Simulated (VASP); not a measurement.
# BN (P6_3mc) in VASP: notebook, part 2 of 2

VASP 6.6.1. Earlier steps stand in the parts before.

## 3. Single point, r2SCAN (strain -0.030 along x and y, +0.030 along z)

POSCAR

```
BN
1.0
    2.4676475277      0.0000000000      0.0000000000
   -1.2338237638      2.1370454466      0.0000000000
    0.0000000000      0.0000000000      4.3339772826
B N
2 2
Direct
    0.6666666667      0.3333333333      0.9997995909
    0.3333333333      0.6666666667      0.4997995909
    0.6666666667      0.3333333333      0.6252004091
    0.3333333333      0.6666666667      0.1252004091
```

INCAR.step1

```
PREC = Accurate
ENCUT = 520
ISMEAR = 0
SIGMA = 0.05
LREAL = False
LASPH = True
NELM = 100
NBANDS = 16
GGA = PE
ALGO = Normal
EDIFF = 1E-4
LWAVE = True
LCHARG = False
```

INCAR.step2

```
PREC = Accurate
ENCUT = 520
EDIFF = 1E-7
ISMEAR = 0
SIGMA = 0.05
LREAL = False
LASPH = True
NELM = 100
ALGO = Normal
ISIF = 2
LWAVE = False
LCHARG = True
METAGGA = R2SCAN
LMIXTAU = True
LELF = True
LVHAR = True
NBANDS = 16
ISTART = 1
```

KPOINTS

```
Automatic mesh
0
Gamma
  12 12 6
```

Potentials or basis: VASP PAW PBE potentials, release 64 (B, N).

Started as:

```console
> cat potpaw_PBE.64/B/POTCAR potpaw_PBE.64/N/POTCAR > POTCAR
> cp INCAR.step1 INCAR
> mpirun -np 1 vasp_std > vasp.out
> cp INCAR.step2 INCAR
> mpirun -np 1 vasp_std > vasp.out
```

OUTCAR:

```text
PREC = Accurate
   ENCUT = 520
   EDIFF = 1E-7
   ISMEAR = 0
   LREAL = False
   LASPH = True
   NELM = 100
   ISIF = 2
   METAGGA = R2SCAN
   ISTART = 1

 ion  position               nearest neighbor table
   1  0.667  0.333  1.000-   4 1.52   4 1.52   4 1.52   3 1.62
   2  0.333  0.667  0.500-   3 1.52   3 1.52   3 1.52   4 1.62
   3  0.667  0.333  0.625-   2 1.52   2 1.52   2 1.52   1 1.62
   4  0.333  0.667  0.125-   1 1.52   1 1.52   1 1.52   2 1.62

  LATTYP: Found a hexagonal cell.
[... 656 lines left out ...]
  FORCE on cell =-STRESS in cart. coord.  units (eV):
  Direction    XX          YY          ZZ          XY          YZ          ZX
  --------------------------------------------------------------------------------------
  -------------------------------------------------------------------------------------
  Total        5.2823471      5.2823471     -3.7234068      0.0000000      0.0000000      0.0000000
  in kB      370.3002462    370.3002463   -261.0162526      0.0000000      0.0000000      0.0000000
  external PRESSURE =     159.8614133 kB  Pullay stress =       0.0000000 kB

 VOLUME and BASIS-vectors are now :
 -----------------------------------------------------------------------------
  energy-cutoff  :      520.00
  volume of cell :       22.86
      direct lattice vectors                 reciprocal lattice vectors
     2.467647528  0.000000000  0.000000000     0.405244261  0.233967883  0.000000000
    -1.233823764  2.137045447  0.000000000     0.000000000  0.467935767  0.000000000
     0.000000000  0.000000000  4.333977283     0.000000000  0.000000000  0.230734943

 POSITION                                       TOTAL-FORCE (eV/Angst)
 -----------------------------------------------------------------------------------
      1.23382      0.71235      4.33311         0.000000      0.000000      0.040020
     -0.00000      1.42470      2.16612        -0.000000      0.000000      0.040020
      1.23382      0.71235      2.70960         0.000000      0.000000     -0.040020
     -0.00000      1.42470      0.54262        -0.000000     -0.000000     -0.040020
 -----------------------------------------------------------------------------------
    total drift:                               -0.000000     -0.000000      0.001340

  FREE ENERGIE OF THE ION-ELECTRON SYSTEM (eV)
  ---------------------------------------------------
  free  energy   TOTEN  =       -38.0487479255 eV

  energy  without entropy=      -38.0487479255  energy(sigma->0) =      -38.04874793
```

OUTCAR.step1:

```text
PREC = Accurate
   ENCUT = 520
   ISMEAR = 0
   LREAL = False
   LASPH = True
[... 686 lines left out ...]
      1.23382      0.71235      4.33311        -0.000000      0.000000     -0.048283
     -0.00000      1.42470      2.16612         0.000000     -0.000000     -0.048283
      1.23382      0.71235      2.70960         0.000000     -0.000000      0.048283
     -0.00000      1.42470      0.54262         0.000000     -0.000000      0.048283
 -----------------------------------------------------------------------------------
    total drift:                               -0.000000     -0.000000     -0.000755

  FREE ENERGIE OF THE ION-ELECTRON SYSTEM (eV)
  ---------------------------------------------------
  free  energy   TOTEN  =       -34.5973774298 eV

  energy  without entropy=      -34.5973774298  energy(sigma->0) =      -34.59737743
```

It took 55 s on 1 thread of Intel Xeon 6975P-C (Granite Rapids), shared host; peak memory 0.14 GiB.

Results:

- Free energy: -38.0487 eV
- Pressure: 16.0 GPa
- Largest force: 0.040 eV/Å
- Band gap on the k mesh: 5.43 eV (least direct gap 7.41 eV)

Forces on the atoms (eV/Å):
```
B    0.000  0.000  0.040
B    0.000  0.000  0.040
N    0.000  0.000 -0.040
N    0.000  0.000 -0.040
```

Caveat: the cell differs from its parent crystal (strain -0.030 along x and y, +0.030 along z); the cell stands under pressure; the PAW data sets were made with another functional, which shifts forces and pressure a little.

## 4. Single point, r2SCAN (strain +0.000 along x and y, -0.030 along z)

POSCAR

```
BN
1.0
    2.5439665234      0.0000000000      0.0000000000
   -1.2719832617      2.2031396356      0.0000000000
    0.0000000000      0.0000000000      4.0815125866
B N
2 2
Direct
    0.6666666667      0.3333333333      0.9997995909
    0.3333333333      0.6666666667      0.4997995909
    0.6666666667      0.3333333333      0.6252004091
    0.3333333333      0.6666666667      0.1252004091
```

INCAR.step1

```
PREC = Accurate
ENCUT = 520
ISMEAR = 0
SIGMA = 0.05
LREAL = F
LASPH = T
NELM = 100
NBANDS = 16
GGA = PE
ALGO = Normal
EDIFF = 1E-4
LWAVE = T
LCHARG = F
```

INCAR.step2

```
PREC = Accurate
ENCUT = 520
EDIFF = 1E-6
ISMEAR = 0
SIGMA = 0.05
LREAL = F
LASPH = T
NELM = 100
ALGO = Normal
ISIF = 2
LWAVE = F
LCHARG = T
METAGGA = R2SCAN
LMIXTAU = T
LELF = T
LVHAR = T
NBANDS = 16
ISTART = 1
```

KPOINTS

```
regular mesh
0
Gamma
  12 12 6
```

Started as:

```console
> cat potpaw_PBE.64/B/POTCAR potpaw_PBE.64/N/POTCAR > POTCAR
> cp INCAR.step1 INCAR
> mpirun -np 1 vasp_std > vasp.out
> cp INCAR.step2 INCAR
> mpirun -np 1 vasp_std > vasp.out
```

It took 52 s on 1 thread of Intel Xeon 6975P-C (Granite Rapids), shared host; peak memory 0.14 GiB.

The run converged. Its results:

| Quantity | Value |
| --- | --- |
| Free energy | -38.1830 eV |
| Pressure | 14.5 GPa |
| Largest force | 0.072 eV/Å |
| Band gap on the k mesh | 5.79 eV (least direct gap 8.90 eV) |

Forces in eV/Å, atoms in the order of the input:
```
B    0.000  0.000  0.072
B    0.000  0.000  0.072
N    0.000  0.000 -0.072
N    0.000  0.000 -0.072
```

Stress tensor (GPa, compression positive):
```
 3.19  0.00  0.00
 0.00  3.19  0.00
 0.00  0.00 37.09
```

Levels at points of the mesh, in eV from the valence-band top:
```csv
k point,band 6,band 7,band 8,band 9,band 10,band 11
"(0.00, 0.00, 0.00)",-0.20,0.00,0.00,8.91,8.91,9.97
"(0.50, 0.00, 0.00)",-5.53,-4.75,-2.13,7.09,8.93,11.34
"(0.00, 0.00, 0.50)",-1.41,-1.41,-1.41,10.10,10.10,10.65
"(0.50, 0.00, 0.50)",-4.11,-3.67,-3.67,7.39,7.39,11.16
```

Caveat: the cell differs from its parent crystal (strain +0.000 along x and y, -0.030 along z); the cell stands under pressure; the PAW data sets were made with another functional, which shifts forces and pressure a little. A k mesh can miss the band edges.

## 5. Overview

| cell | gap on the mesh (eV) | pressure (GPa) | largest force (eV/Å) |
| --- | --- | --- | --- |
| a = 2.506, b = 2.506, c = 4.145 Å, angles 90.0, 90.0, 120.0°, 4 atoms | 5.65 | 20.6 | 0.04 |
| a = 2.468, b = 2.468, c = 4.334 Å, angles 90.0, 90.0, 120.0°, 4 atoms | 5.43 | 16.0 | 0.04 |
| a = 2.544, b = 2.544, c = 4.082 Å, angles 90.0, 90.0, 120.0°, 4 atoms | 5.79 | 14.5 | 0.07 |

Alike in all rows: task single point; level r2SCAN; potentials or basis VASP PAW PBE potentials, release 64 (B, N); no spin polarisation; k mesh 12 × 12 × 6; cutoff (eV) 520; smearing gaussian 0.05 eV.

Caveats: the cell stands under pressure; the PAW data sets were made with another functional, which shifts forces and pressure a little.

Total energies depend on the potentials used, so only differences within one code and one set of settings carry meaning.
